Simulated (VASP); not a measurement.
Here is a VASP 6.6.1 calculation.

File INCAR:

```
SYSTEM = NbCuP2
PREC = Accurate
ENCUT = 520
EDIFF = 1E-6
ISMEAR = 0
SIGMA = 0.1
LREAL = .FALSE.
LASPH = .TRUE.
NELM = 150
ALGO = Normal
ISIF = 2
LWAVE = .FALSE.
LCHARG = .FALSE.
ISPIN = 2
MAGMOM = 1 0 0 0
LORBIT = 11
LMAXMIX = 4
GGA = PE
NBANDS = 29
```

File KPOINTS:

```
Automatic mesh
0
G
  6 6 4
  0 0 0
```

Contents of POSCAR:

```
NbCuP2
1.0
    3.5702097000      0.0000000000      0.0000000000
   -1.7851048000      3.0918923000      0.0000000000
    0.0000000000      0.0000000000      5.5331669000
Nb Cu P
1 1 2
Direct
    0.0000000000      0.0000000000      0.5000000000
    0.0000000000      0.0000000000      0.0000000000
    0.6666667000      0.3333333000      0.7689710000
    0.6666667000      0.3333333000      0.2310290000
```

Potentials or basis: VASP PAW PBE potentials, release 64 (Nb_sv, Cu, P).

The run is started by

```bash
$ cat potpaw_PBE.64/Nb_sv/POTCAR potpaw_PBE.64/Cu/POTCAR potpaw_PBE.64/P/POTCAR > POTCAR
$ mpirun -np 1 vasp_std > vasp.out
```

(1) What does it give for the band gap on the k mesh?

(2) Estimate the largest force.

(3) Estimate the pressure.

Results:

(1) zero (filled and empty bands overlap).

(2) 0.040 eV/Å.

(3) -0.3 GPa.
